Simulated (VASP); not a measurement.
# HgTe in VASP: further runs, part 2 of 2

VASP 6.6.1. The steps go on from the part before.

## (3) Single point, HSE06

Input file POSCAR:

```
HgTe
1.0
    0.0000000000      3.2891578888      3.2891578888
    3.2891578888      0.0000000000      3.2891578888
    3.2891578888      3.2891578888      0.0000000000
Hg Te
1 1
Direct
    0.0000000000      0.0000000000      0.0000000000
    0.2500000000      0.2500000000      0.2500000000
```

Input file INCAR.step1:

```
SYSTEM = HgTe
ALGO = Normal
EDIFF = 1E-5
ENCUT = 520
GGA = PE
ISIF = 2
ISMEAR = -1
LASPH = .TRUE.
LCHARG = .FALSE.
LREAL = .FALSE.
LWAVE = .TRUE.
NBANDS = 16
NELM = 60
PREC = Accurate
SIGMA = 0.02
```

Input file INCAR.step2:

```
SYSTEM = HgTe
ALGO = Normal
EDIFF = 1E-6
ENCUT = 520
GGA = PE
HFSCREEN = 0.2079
ISIF = 2
ISMEAR = -1
ISTART = 1
LASPH = .TRUE.
LCHARG = .FALSE.
LHFCALC = .TRUE.
LREAL = .FALSE.
LWAVE = .FALSE.
NBANDS = 16
NELM = 60
PREC = Accurate
PRECFOCK = Normal
SIGMA = 0.02
```

Input file KPOINTS:

```
k-points
0
G
  4 4 4
  0 0 0
```

Potentials or basis: VASP PAW PBE potentials, release 64 (Hg, Te).

On the command line:

```
cat potpaw_PBE.64/Hg/POTCAR potpaw_PBE.64/Te/POTCAR > POTCAR
cp INCAR.step1 INCAR
mpirun -np 1 vasp_std > vasp.out
cp INCAR.step2 INCAR
mpirun -np 1 vasp_std > vasp.out
```

OUTCAR:

```text
SYSTEM = HgTe
   EDIFF = 1E-6
   ENCUT = 520
   GGA = PE
   HFSCREEN = 0.2079
   ISIF = 2
   ISMEAR = -1
   ISTART = 1
   LASPH = .TRUE.
   LHFCALC = .TRUE.
   LREAL = .FALSE.
   NELM = 60
   PREC = Accurate
   PRECFOCK = Normal

 ion  position               nearest neighbor table
   1  0.000  0.000  0.000-   2 2.85   2 2.85   2 2.85   2 2.85
   2  0.250  0.250  0.250-   1 2.85   1 2.85   1 2.85   1 2.85

  LATTYP: Found a face centered cubic cell.
 ALAT       =     6.5783157776

  Lattice vectors:

 A1 = (   0.0000000000,   3.2891578888,   3.2891578888)
 A2 = (   3.2891578888,   0.0000000000,   3.2891578888)
 A3 = (   3.2891578888,   3.2891578888,   0.0000000000)

Analysis of symmetry for initial positions (statically):
=====================================================================
 Subroutine PRICEL returns:
 Original cell was already a primitive cell.

 Routine SETGRP: Setting up the symmetry group for a
 face centered cubic supercell.

 Subroutine GETGRP returns: Found 24 space group operations
 (whereof 24 operations were pure point group operations)
 out of a pool of 48 trial point group operations.

The static configuration has the point symmetry T_d .

Analysis of symmetry for dynamics (positions and initial velocities):
=====================================================================
 Subroutine PRICEL returns:
 Original cell was already a primitive cell.

 Routine SETGRP: Setting up the symmetry group for a
 face centered cubic supercell.

 Subroutine GETGRP returns: Found 24 space group operations
 (whereof 24 operations were pure point group operations)
 out of a pool of 48 trial point group operations.

The dynamic configuration has the point symmetry T_d .

 Subroutine INISYM returns: Found 24 space group operations
 (whereof 24 operations are pure point group operations),
 and found     1 'primitive' translations

----------------------------------------------------------------------------------------

                                     Primitive cell

  volume of cell :      71.1679

  direct lattice vectors                    reciprocal lattice vectors
     0.000000000  3.289157889  3.289157889    -0.152014594  0.152014594  0.152014594
     3.289157889  0.000000000  3.289157889     0.152014594 -0.152014594  0.152014594
     3.289157889  3.289157889  0.000000000     0.152014594  0.152014594 -0.152014594

  length of vectors
     4.651571695  4.651571695  4.651571695     0.263297000  0.263297000  0.263297000

  position of ions in fractional coordinates (direct lattice)
     0.000000000  0.000000000  0.000000000
     0.250000000  0.250000000  0.250000000

  ion indices of the primitive-cell ions
   primitive index   ion index
                 1           1
                 2           2

----------------------------------------------------------------------------------------

 KPOINTS: k-points

Automatic generation of k-mesh.
 Grid dimensions read from file:
 generate k-points for:    4    4    4
[... 21 lines left out ...]
  0.000000  0.000000  0.000000      1.000000
  0.250000  0.000000  0.000000      8.000000
  0.500000  0.000000  0.000000      4.000000
  0.250000  0.250000  0.000000      6.000000
  0.500000  0.250000  0.000000     24.000000
 -0.250000  0.250000  0.000000     12.000000
  0.500000  0.500000  0.000000      3.000000
 -0.250000  0.500000  0.250000      6.000000
   k-points           NKPTS =      8   k-points in BZ     NKDIM =     64   number of bands    NBANDS=     16
   number of dos      NEDOS =    301   number of ions     NIONS =      2
   total plane-waves  NPLWV =  46656
   dimension x,y,z NGX =    36 NGY =   36 NGZ =   36
   dimension x,y,z NGXF=    72 NGYF=   72 NGZF=   72
   ions per type =               1   1
   NGX,Y,Z   is equivalent  to a cutoff of  12.87, 12.87, 12.87 a.u.
   NGXF,Y,Z  is equivalent  to a cutoff of  25.73, 25.73, 25.73 a.u.
 SYSTEM =  HgTe
   PREC   = accura    normal or accurate (medium, high low for compatibility)
   ISTART =      1    job   : 0-new  1-cont  2-samecut
   ICHARG =      0    charge: 1-file 2-atom 10-const
   ISPIN  =      1    spin polarized calculation?
   LNONCOLLINEAR =      F non collinear calculations
   LSORBIT =      F    spin-orbit coupling
   LASPH  =      T    aspherical Exc in radial PAW
   ENCUT  =  520.0 eV  38.22 Ry    6.18 a.u.   8.65  8.65  8.65*2*pi/ulx,y,z
   NELM   =     60;   NELMIN=  2; NELMDL=  0     # of ELM steps
   EDIFF  = 0.1E-05   stopping-criterion for ELM
   LREAL  =      F    real-space projection
   EDIFFG = 0.1E-04   stopping-criterion for IOM
   NSW    =      0    number of steps for IOM
   IBRION =     -1    ionic relax: 0-MD 1-quasi-New 2-CG
   NFREE  =      0    steps in history (QN), initial steepest desc. (CG)
   ISIF   =      2    stress and relaxation
   ISYM   =      3    0-nonsym 1-usesym 2-fastsym
   POTIM  = 0.5000    time-step for ionic-motion
   TEBEG  =    0.0;   TEEND  =   0.0 temperature during run
   PSTRESS=    0.0 pullay stress
   NELECT =      18.0000    total number of electrons
   NUPDOWN=      -1.0000    fix difference up-down
   EMIN   =  10.00;   EMAX   =-10.00  energy-range for DOS
   EFERMI =   0.00;   METHOD = LEGACY
   ISMEAR =    -1;   SIGMA  =   0.02  broadening in eV -4-tet -1-fermi 0-gaus
   EFERMI_NEDOS =   21; number of points for ismear=-14 and -15
   IALGO  =     38    algorithm
   IMIX   =      1    mixing-type and parameters
     AMIX     =   0.40;   BMIX     =  1.00
     AMIX_MAG =   1.60;   BMIX_MAG =  1.00
  volume/ion in A,a.u.               =      35.58       240.13
  Fermi-wavevector in a.u.,A,eV,Ry     =   1.035311  1.956455 14.583669  1.071869
  Thomas-Fermi vector in A             =   2.169648
   LORBIT       =      0    0 simple, 1 ext, 2 COOP (PROOUT), +10 PAW based schemes
   GGA     = PE    functional components
   LHFCALC =     T    Hartree Fock is set to
   PRECFOCK=normal    Normal, Fast or Accurate (Low or Medium for compatibility)
   ENCUT4O =  -1.0   cutoff for four orbital integrals eV
   NKREDX  =     1    reduce k-point grid by
   NKREDY  =     1    reduce k-point grid by
   NKREDZ  =     1    reduce k-point grid by
   AEXX    =    0.2500 exact exchange contribution
   HFSCREEN=    0.2079 screening length (either q_TF or 0.3 A-1)
   HFSCREENC=   0.2079 screening length for correlation (either q_TF or 0.3 A-1)
   ENCUTFOCK=  -1.0 apply spherical cutoff to Coloumb kernel
   IVDW    =     0    specifies the selected vdW correction
   LEPSILON=     F    determine dielectric tensor
   LRPA    =     F    only Hartree local field effects (RPA)
 non-spin polarized calculation
  energy-cutoff  :      520.00
  volume of cell :       71.17
 maximum number of plane-waves:      1924
 NGX is ok and might be reduce to    36
  NGX = 28; NGY = 28; NGZ = 28

 number of electron      18.0000001 magnetization

 Free energy of the ion-electron system (eV)
  ---------------------------------------------------
  ext. energy  EPLUGINS =         0.00000000
  ---------------------------------------------------
  free energy    TOTEN  =        -4.66848628 eV

  energy without entropy =       -4.66729281  energy(sigma->0) =       -4.66788955

 E-fermi :   2.1282     XC(G=0):  -7.0989

 val. band max:        2.1143587666   @ k =   0.0000   0.0000   0.0000
 cond. band min:       3.4648722004   @ k =   0.5000   0.0000   0.0000
 fundamental gap:      1.3505134338
 Fermi energy:         2.1282190662

 k-point     1 :       0.0000    0.0000    0.0000
  band No.  band energies     occupation
      1     -10.5230      2.00000
      2      -6.0583      2.00000
      3      -6.0583      2.00000
      4      -6.0583      2.00000
      5      -5.5871      2.00000
      6      -5.5871      2.00000
[... 129 lines left out ...]
      3      -5.8244      2.00000
      4      -5.6346      2.00000
      5      -5.6034      2.00000
      6      -4.9801      2.00000
[... 8 lines left out ...]
     15      14.0344      0.00000
     16      14.1112      0.00000

------------------------ aborting loop because EDIFF is reached ----------------------------------------

  FORCE on cell =-STRESS in cart. coord.  units (eV):
  Direction    XX          YY          ZZ          XY          YZ          ZX
  --------------------------------------------------------------------------------------
  -------------------------------------------------------------------------------------
  Total        0.0342704      0.0342704      0.0342704     -0.0000000      0.0000000     -0.0000000
  in kB        0.7715163      0.7715163      0.7715163     -0.0000000      0.0000000     -0.0000000
  external PRESSURE =       0.7715163 kB  Pullay stress =       0.0000000 kB

 VOLUME and BASIS-vectors are now :
 -----------------------------------------------------------------------------
  energy-cutoff  :      520.00
  volume of cell :       71.17
      direct lattice vectors                 reciprocal lattice vectors
     0.000000000  3.289157889  3.289157889    -0.152014594  0.152014594  0.152014594
     3.289157889  0.000000000  3.289157889     0.152014594 -0.152014594  0.152014594
     3.289157889  3.289157889  0.000000000     0.152014594  0.152014594 -0.152014594

 POSITION                                       TOTAL-FORCE (eV/Angst)
 -----------------------------------------------------------------------------------
      0.00000      0.00000      0.00000         0.000000      0.000000      0.000000
      1.64458      1.64458      1.64458        -0.000000     -0.000000     -0.000000
 -----------------------------------------------------------------------------------
    total drift:                               -0.000036     -0.000026     -0.000025

  FREE ENERGIE OF THE ION-ELECTRON SYSTEM (eV)
  ---------------------------------------------------
  free  energy   TOTEN  =        -4.6684862844 eV

  energy  without entropy=       -4.6672928102  energy(sigma->0) =       -4.66788955
```

Wall time 13 min (1 thread of Intel Xeon Platinum 8488C (Sapphire Rapids), shared host); peak memory 0.32 GiB.

What came out:

| Item | Value |
| --- | --- |
| Free energy | -4.6685 eV |
| Pressure | 0.1 GPa |
| Band gap on the k mesh | zero (filled and empty bands touch) |

Caveat: the k points lie up to 0.41 Å⁻¹ apart; the PAW data sets were made with another functional, which shifts forces and pressure a little; spin-orbit coupling is left out, which moves the levels of the heavy elements.

The gap in the log of VASP goes by the Fermi energy; the results here count the filled bands.